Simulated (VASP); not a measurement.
# TePb (F-43m) in VASP: further runs

TePb is run at these levels: PBEsol, LDA, PBE; tasks: relaxation of cell and atoms, single point.

All numbers are computed with VASP 6.6.1; they aren't measurements. Logs are shortened: lines on timing, memory, paths and dates and some standing lists are left out, and cuts for length are marked.

### Step 1. The cell of the first run

It takes space group F-43m (No. 216, cubic). The conventional cell has a = 7.331 Å, b = 7.331 Å, c = 7.331 Å, α = 90.00°, β = 90.00°, γ = 90.00°. Within 4.2 Å of Pb (site symmetry -43m) lie 4 Te at 3.17 Å. Within 4.2 Å of Te (site symmetry -43m) lie 4 Pb at 3.17 Å.

### Step 2. Relaxation of cell and atoms, PBEsol

File INCAR:

```
SYSTEM = TePb
  ALGO = Normal
  EDIFF = 1E-6
  EDIFFG = -0.005
  ENCUT = 600
  GGA = PS
  IBRION = 2
  ISIF = 3
  ISMEAR = -1
  LASPH = .TRUE.
  LCHARG = .FALSE.
  LREAL = .FALSE.
  LWAVE = .FALSE.
  NELM = 80
  NSW = 80
  PREC = Accurate
  SIGMA = 0.02
```

File KPOINTS:

```
k-points
0
G
  6 6 6
  0 0 0
```

File POSCAR:

```
TePb
1.0
    0.0000000000      3.6654225781      3.6654225781
    3.6654225781      0.0000000000      3.6654225781
    3.6654225781      3.6654225781      0.0000000000
Pb Te
1 1
Direct
    0.0000000000      0.0000000000      0.0000000000
    0.2500000000      0.2500000000      0.2500000000
```

Potentials or basis: VASP PAW PBE potentials, release 64 (Pb_d, Te).

Launch:

```bash
cat potpaw_PBE.64/Pb_d/POTCAR potpaw_PBE.64/Te/POTCAR > POTCAR
mpirun -np 1 vasp_std > vasp.out
```

OUTCAR:

```text
SYSTEM = TePb
   EDIFF = 1E-6
   EDIFFG = -0.005
   ENCUT = 600
   GGA = PS
   IBRION = 2
   ISIF = 3
   ISMEAR = -1
   LASPH = .TRUE.
   LREAL = .FALSE.
   NELM = 80
   NSW = 80
   PREC = Accurate

 ion  position               nearest neighbor table
   1  0.000  0.000  0.000-   2 3.17   2 3.17   2 3.17   2 3.17
   2  0.250  0.250  0.250-   1 3.17   1 3.17   1 3.17   1 3.17

  LATTYP: Found a face centered cubic cell.
 ALAT       =     7.3308451562

  Lattice vectors:

 A1 = (   0.0000000000,   3.6654225781,   3.6654225781)
 A2 = (   3.6654225781,   0.0000000000,   3.6654225781)
 A3 = (   3.6654225781,   3.6654225781,   0.0000000000)

Analysis of symmetry for initial positions (statically):
=====================================================================
 Subroutine PRICEL returns:
 Original cell was already a primitive cell.

 Routine SETGRP: Setting up the symmetry group for a
 face centered cubic supercell.

 Subroutine GETGRP returns: Found 24 space group operations
 (whereof 24 operations were pure point group operations)
 out of a pool of 48 trial point group operations.

The static configuration has the point symmetry T_d .

Analysis of symmetry for dynamics (positions and initial velocities):
=====================================================================
 Subroutine PRICEL returns:
 Original cell was already a primitive cell.

 Routine SETGRP: Setting up the symmetry group for a
 face centered cubic supercell.

 Subroutine GETGRP returns: Found 24 space group operations
 (whereof 24 operations were pure point group operations)
 out of a pool of 48 trial point group operations.

The dynamic configuration has the point symmetry T_d .

 Subroutine INISYM returns: Found 24 space group operations
 (whereof 24 operations are pure point group operations),
 and found     1 'primitive' translations

----------------------------------------------------------------------------------------

                                     Primitive cell

  volume of cell :      98.4923

  direct lattice vectors                    reciprocal lattice vectors
     0.000000000  3.665422578  3.665422578    -0.136409920  0.136409920  0.136409920
     3.665422578  0.000000000  3.665422578     0.136409920 -0.136409920  0.136409920
     3.665422578  3.665422578  0.000000000     0.136409920  0.136409920 -0.136409920

  length of vectors
     5.183690322  5.183690322  5.183690322     0.236268912  0.236268912  0.236268912

  position of ions in fractional coordinates (direct lattice)
     0.000000000  0.000000000  0.000000000
     0.250000000  0.250000000  0.250000000

  ion indices of the primitive-cell ions
   primitive index   ion index
                 1           1
                 2           2

----------------------------------------------------------------------------------------

 KPOINTS: k-points

Automatic generation of k-mesh.
 Grid dimensions read from file:
 generate k-points for:    6    6    6

 Generating k-lattice:

  Cartesian coordinates                     Fractional coordinates (reciprocal lattice)
    -0.022734987  0.022734987  0.022734987     0.166666667  0.000000000  0.000000000
     0.022734987 -0.022734987  0.022734987     0.000000000  0.166666667  0.000000000
     0.022734987  0.022734987 -0.022734987     0.000000000  0.000000000  0.166666667

  Length of vectors
     0.039378152  0.039378152  0.039378152

  Shift w.r.t. Gamma in fractional coordinates (k-lattice)
     0.000000000  0.000000000  0.000000000

 Subroutine IBZKPT returns following result:
 ===========================================

 Found     16 irreducible k-points:

 Following reciprocal coordinates:
            Coordinates               Weight
  0.000000  0.000000  0.000000      1.000000
  0.166667  0.000000  0.000000      8.000000
  0.333333  0.000000  0.000000      8.000000
  0.500000  0.000000  0.000000      4.000000
  0.166667  0.166667  0.000000      6.000000
  0.333333  0.166667  0.000000     24.000000
[... 8 lines left out ...]
 -0.333333  0.333333  0.166667     24.000000
 -0.333333  0.500000  0.166667     12.000000
   k-points           NKPTS =     16   k-points in BZ     NKDIM =     16   number of bands    NBANDS=     14
   number of dos      NEDOS =    301   number of ions     NIONS =      2
   total plane-waves  NPLWV =  74088
   dimension x,y,z NGX =    42 NGY =   42 NGZ =   42
   dimension x,y,z NGXF=    84 NGYF=   84 NGZF=   84
   ions per type =               1   1
   NGX,Y,Z   is equivalent  to a cutoff of  13.47, 13.47, 13.47 a.u.
   NGXF,Y,Z  is equivalent  to a cutoff of  26.94, 26.94, 26.94 a.u.
 SYSTEM =  TePb
   PREC   = accura    normal or accurate (medium, high low for compatibility)
   ISTART =      0    job   : 0-new  1-cont  2-samecut
   ICHARG =      2    charge: 1-file 2-atom 10-const
   ISPIN  =      1    spin polarized calculation?
   LNONCOLLINEAR =      F non collinear calculations
   LSORBIT =      F    spin-orbit coupling
   LASPH  =      T    aspherical Exc in radial PAW
   ENCUT  =  600.0 eV  44.10 Ry    6.64 a.u.  10.35 10.35 10.35*2*pi/ulx,y,z
   NELM   =     80;   NELMIN=  2; NELMDL= -5     # of ELM steps
   EDIFF  = 0.1E-05   stopping-criterion for ELM
   LREAL  =      F    real-space projection
   EDIFFG = -.5E-02   stopping-criterion for IOM
   NSW    =     80    number of steps for IOM
   IBRION =      2    ionic relax: 0-MD 1-quasi-New 2-CG
   NFREE  =      1    steps in history (QN), initial steepest desc. (CG)
   ISIF   =      3    stress and relaxation
   ISYM   =      2    0-nonsym 1-usesym 2-fastsym
   POTIM  = 0.5000    time-step for ionic-motion
   TEBEG  =    0.0;   TEEND  =   0.0 temperature during run
   PSTRESS=    0.0 pullay stress
   NELECT =      20.0000    total number of electrons
   NUPDOWN=      -1.0000    fix difference up-down
   EMIN   =  10.00;   EMAX   =-10.00  energy-range for DOS
   EFERMI =   0.00;   METHOD = LEGACY
   ISMEAR =    -1;   SIGMA  =   0.02  broadening in eV -4-tet -1-fermi 0-gaus
   EFERMI_NEDOS =   21; number of points for ismear=-14 and -15
   IALGO  =     38    algorithm
   IMIX   =      4    mixing-type and parameters
     AMIX     =   0.40;   BMIX     =  1.00
     AMIX_MAG =   1.60;   BMIX_MAG =  1.00
  volume/ion in A,a.u.               =      49.25       332.33
  Fermi-wavevector in a.u.,A,eV,Ry     =   0.962242  1.818373 12.597754  0.925909
  Thomas-Fermi vector in A             =   2.091683
   LORBIT       =      0    0 simple, 1 ext, 2 COOP (PROOUT), +10 PAW based schemes
   GGA     = PS    functional components
   LHFCALC =     F    Hartree Fock is set to
   AEXX    =    0.0000 exact exchange contribution
   IVDW    =     0    specifies the selected vdW correction
   LEPSILON=     F    determine dielectric tensor
   LRPA    =     F    only Hartree local field effects (RPA)
 conjugate gradient relaxation of ions
 non-spin polarized calculation
  energy-cutoff  :      600.00
  volume of cell :       98.49
 maximum number of plane-waves:      3306
 NGX is ok and might be reduce to    42
   NGX = 21   NGY = 21   NGZ = 21

--------------------------------------- Ionic step        1  -------------------------------------------

 number of electron      19.9999999 magnetization

 Free energy of the ion-electron system (eV)
  ---------------------------------------------------
  ext. energy  EPLUGINS =         0.00000000
  ---------------------------------------------------
  free energy    TOTEN  =        -7.67573907 eV

  energy without entropy =       -7.67573907  energy(sigma->0) =       -7.67573907

------------------------ aborting loop because EDIFF is reached ----------------------------------------

  FORCE on cell =-STRESS in cart. coord.  units (eV):
  Direction    XX          YY          ZZ          XY          YZ          ZX
  --------------------------------------------------------------------------------------
  -------------------------------------------------------------------------------------
  Total       -0.7784828     -0.7784828     -0.7784828      0.0000000      0.0000000      0.0000000
  in kB      -12.6636072    -12.6636072    -12.6636072      0.0000000      0.0000000      0.0000000
  external PRESSURE =     -12.6636072 kB  Pullay stress =       0.0000000 kB

 VOLUME and BASIS-vectors are now :
 -----------------------------------------------------------------------------
  energy-cutoff  :      600.00
  volume of cell :       98.49
      direct lattice vectors                 reciprocal lattice vectors
     0.000000000  3.665422578  3.665422578    -0.136409920  0.136409920  0.136409920
     3.665422578  0.000000000  3.665422578     0.136409920 -0.136409920  0.136409920
     3.665422578  3.665422578  0.000000000     0.136409920  0.136409920 -0.136409920
[... 37 lines left out ...]
 POSITION                                       TOTAL-FORCE (eV/Angst)
 -----------------------------------------------------------------------------------
      7.19319      3.59659      3.59659        -0.000000     -0.000000      0.000000
      1.79830      1.79830      1.79830         0.000000      0.000000     -0.000000
 -----------------------------------------------------------------------------------
    total drift:                                0.000000      0.000000      0.000000

  FREE ENERGIE OF THE ION-ELECTRON SYSTEM (eV)
  ---------------------------------------------------
  free  energy   TOTEN  =        -7.6957536704 eV

  energy  without entropy=       -7.6957536609  energy(sigma->0) =       -7.69575367

--------------------------------------- Ionic step        3  -------------------------------------------

 number of electron      20.0000002 magnetization

 Free energy of the ion-electron system (eV)
  ---------------------------------------------------
  ext. energy  EPLUGINS =         0.00000000
  ---------------------------------------------------
  free energy    TOTEN  =        -7.69601321 eV

  energy without entropy =       -7.69601320  energy(sigma->0) =       -7.69601321

 E-fermi :   3.1055     XC(G=0):  -7.7582

 val. band max:        2.7830577022   @ k =  -0.3333   0.5000   0.1667
 cond. band min:       3.4002714681   @ k =   0.5000   0.5000   0.0000
 fundamental gap:      0.6172137659
 Fermi energy:         3.1054657000

 k-point     1 :       0.0000    0.0000    0.0000
  band No.  band energies     occupation
      1     -13.9564      2.00000
      2     -13.9564      2.00000
      3     -13.9564      2.00000
      4     -13.9275      2.00000
      5     -13.9275      2.00000
      6      -8.6550      2.00000
      7      -3.2438      2.00000
      8       1.4073      2.00000
      9       1.4073      2.00000
     10       1.4073      2.00000
     11       4.4021      0.00000
     12       4.4021      0.00000
     13       4.4021      0.00000
     14       6.8802      0.00000

 k-point     2 :       0.1667    0.0000    0.0000
  band No.  band energies     occupation
      1     -13.9593      2.00000
      2     -13.9549      2.00000
      3     -13.9549      2.00000
      4     -13.9274      2.00000
      5     -13.9274      2.00000
      6      -8.5057      2.00000
      7      -3.6873      2.00000
      8       1.2289      2.00000
      9       1.2289      2.00000
     10       1.3375      2.00000
[... 262 lines left out ...]
 POSITION                                       TOTAL-FORCE (eV/Angst)
 -----------------------------------------------------------------------------------
      0.00000      0.00000      0.00000        -0.000000     -0.000000     -0.000000
      1.80169      1.80169      1.80169         0.000000      0.000000      0.000000
 -----------------------------------------------------------------------------------
    total drift:                                0.000000      0.000000      0.000000

  FREE ENERGIE OF THE ION-ELECTRON SYSTEM (eV)
  ---------------------------------------------------
  free  energy   TOTEN  =        -7.6960132090 eV

  energy  without entropy=       -7.6960132017  energy(sigma->0) =       -7.69601321

 reached required accuracy - stopping structural energy minimisation
```

Run time: 53 s. Hardware: 1 thread of Intel Xeon 6975P-C (Granite Rapids), shared host; peak memory 0.28 GiB.

What came out:

- Free energy: -7.6960 eV
- Relaxed volume: 46.79 Å³/atom
- Relaxed cell: a = 5.096 Å, b = 5.096 Å, c = 5.096 Å, α = 60.00°, β = 60.00°, γ = 60.00°
- Space group after relaxing (to 0.05 Å): F-43m (No. 216)
- Energy gained by relaxing: 10.1 meV/atom
- Ionic steps: 3
- Pressure after relaxing: 0.0 GPa
- Band gap on the k mesh: 0.62 eV, indirect (least direct gap 1.11 eV)

Step by step:
```
step  energy change (eV)  largest force (eV/Å)  pressure (GPa)  volume (Å³)
   1              0.0000                0.0000           -1.27        98.49
   2             -0.0200                0.0000            0.16        93.05
   3             -0.0203                0.0000            0.00        93.57
```

Final structure:
```xyz
2
Lattice="0.0000 3.6034 3.6034 3.6034 0.0000 3.6034 3.6034 3.6034 0.0000" Properties=species:S:1:pos:R:3 pbc="T T T"
Pb    0.0000    0.0000    0.0000
Te    1.8017    1.8017    1.8017
```

Caveat: the PAW data sets were made with another functional, which shifts forces and pressure a little; spin-orbit coupling is left out, which moves the levels of the heavy elements.

### Step 3. Relaxation of cell and atoms, LDA

INCAR: that of step 2 with these lines changed.

```diff
@@ -5,3 +5,2 @@
   ENCUT = 600
-  GGA = PS
   IBRION = 2
```

KPOINTS is that of step 2.

POSCAR is that of step 2.

Potentials or basis: VASP PAW LDA potentials, release 64 (Pb_d, Te).

Launch:

```bash
cat potpaw_LDA.64/Pb_d/POTCAR potpaw_LDA.64/Te/POTCAR > POTCAR
mpirun -np 1 vasp_std > vasp.out
```

It took 39 s on 1 thread of Intel Xeon 6975P-C (Granite Rapids), shared host; peak memory 0.22 GiB.

Results (log left out):

| Property | Result |
| --- | --- |
| Free energy | -8.1326 eV |
| Relaxed volume | 45.33 Å³/atom |
| Relaxed cell | a = 5.043 Å, b = 5.043 Å, c = 5.043 Å, α = 60.00°, β = 60.00°, γ = 60.00° |
| Space group after relaxing (to 0.05 Å) | F-43m (No. 216) |
| Energy gained by relaxing | 27.1 meV/atom |
| Ionic steps | 3 |
| Pressure after relaxing | 0.0 GPa |
| Band gap on the k mesh | 0.48 eV, indirect (least direct gap 1.01 eV) |

The path:
| step | energy change (eV) | largest force (eV/Å) | pressure (GPa) | volume (Å³) |
| --- | --- | --- | --- | --- |
| 1 | 0.0000 | 0.0000 | -2.07 | 98.49 |
| 2 | -0.0532 | 0.0000 | 0.34 | 89.68 |
| 3 | -0.0543 | 0.0000 | 0.00 | 90.67 |

Final structure:
```
CELL_PARAMETERS angstrom
0.00000 3.56569 3.56569
3.56569 0.00000 3.56569
3.56569 3.56569 0.00000
ATOMIC_POSITIONS crystal
Pb 0.00000 0.00000 0.00000
Te 0.25000 0.25000 0.25000
```

Levels at points of the mesh, in eV from the valence-band top:
| k point | band 6 | band 7 | band 8 | band 9 | band 10 | band 11 | band 12 | band 13 | band 14 |
| --- | --- | --- | --- | --- | --- | --- | --- | --- | --- |
| (0.00, 0.00, 0.00) | -11.65 | -5.98 | -1.44 | -1.44 | -1.44 | 1.55 | 1.55 | 1.55 | 3.99 |
| (0.50, 0.00, 0.00) | -10.84 | -7.88 | -2.06 | -2.06 | -1.97 | 2.40 | 2.40 | 3.99 | 5.69 |
| (0.50, 0.50, 0.00) | -10.43 | -8.43 | -2.81 | -2.81 | -0.53 | 0.48 | 4.70 | 4.70 | 5.72 |

Caveat: spin-orbit coupling is left out, which moves the levels of the heavy elements. A k mesh can miss the band edges.

### Step 4. Single point, PBE

This run uses another cell than the first one, of 48.29 Å³/atom, 0.981 times its volume.

File INCAR:

```
SYSTEM = TePb
  PREC = Accurate
  ENCUT = 500
  EDIFF = 1E-6
  ISMEAR = 0
  SIGMA = 0.01
  LREAL = .FALSE.
  LASPH = .TRUE.
  NELM = 120
  ALGO = Normal
  ISIF = 2
  LWAVE = .FALSE.
  LCHARG = .FALSE.
  GGA = PE
  NBANDS = 17
  GGA_COMPAT = .FALSE.
```

File KPOINTS:

```
Automatic mesh
0
G
  4 4 4
  0 0 0
```

File POSCAR:

```
TePb
1.0
    0.0000000000      3.6414940711      3.6414940711
    3.6414940711      0.0000000000      3.6414940711
    3.6414940711      3.6414940711      0.0000000000
Pb Te
1 1
Direct
    0.0000000000      0.0000000000      0.0000000000
    0.2500000000      0.2500000000      0.2500000000
```

Potentials or basis: VASP PAW PBE potentials, release 64 (Pb_d, Te).

Launch:

```bash
cat potpaw_PBE.64/Pb_d/POTCAR potpaw_PBE.64/Te/POTCAR > POTCAR
mpirun -np 1 vasp_std > vasp.out
```

Wall time 20 s (1 thread of Intel Xeon 6975P-C, shared host); peak memory 0.23 GiB.

The run converged. Its results:

| Quantity | Value |
| --- | --- |
| Free energy | -7.1507 eV |
| Pressure | 0.5 GPa |
| Band gap on the k mesh | 0.59 eV, indirect (least direct gap 1.19 eV) |

Levels at points of the mesh, in eV from the valence-band top:
| k point | band 8 | band 9 | band 10 | band 11 | band 12 | band 13 |
| --- | --- | --- | --- | --- | --- | --- |
| (0.00, 0.00, 0.00) | -1.46 | -1.46 | -1.46 | 1.52 | 1.52 | 1.52 |
| (0.50, 0.00, 0.00) | -2.01 | -2.01 | -1.94 | 2.33 | 2.33 | 3.72 |
| (0.50, 0.50, 0.00) | -2.68 | -2.68 | -0.60 | 0.59 | 4.39 | 4.39 |

Caveat: spin-orbit coupling is left out, which moves the levels of the heavy elements. A k mesh can miss the band edges.

### Step 5. The runs side by side

| task | level | potentials or basis | cell | k mesh | cutoff (eV) | smearing | gap on the mesh (eV) | pressure (GPa) | relaxed volume (Å³/atom) |
| --- | --- | --- | --- | --- | --- | --- | --- | --- | --- |
| relaxation of cell and atoms | PBEsol | VASP PAW PBE potentials, release 64 (Pb_d, Te) | relaxed from a = 5.184 Å, angles 60.0°, 2 atoms | 6 × 6 × 6 | 600 | fermi-dirac 0.02 eV | 0.62 | 0.0 | 46.79 |
| relaxation of cell and atoms | LDA | VASP PAW LDA potentials, release 64 (Pb_d, Te) | relaxed from a = 5.184 Å, angles 60.0°, 2 atoms | 6 × 6 × 6 | 600 | fermi-dirac 0.02 eV | 0.48 | 0.0 | 45.33 |
| single point | PBE | VASP PAW PBE potentials, release 64 (Pb_d, Te) | a = 5.150 Å, angles 60.0°, 2 atoms | 4 × 4 × 4 | 500 | gaussian 0.01 eV | 0.59 | 0.5 | - |

Alike in all rows: no spin polarisation.

Caveats: spin-orbit coupling is left out, which moves the levels of the heavy elements; the PAW data sets were made with another functional, which shifts forces and pressure a little (some runs).

Total energies depend on the potentials used, so only differences within one code and one set of settings carry meaning.
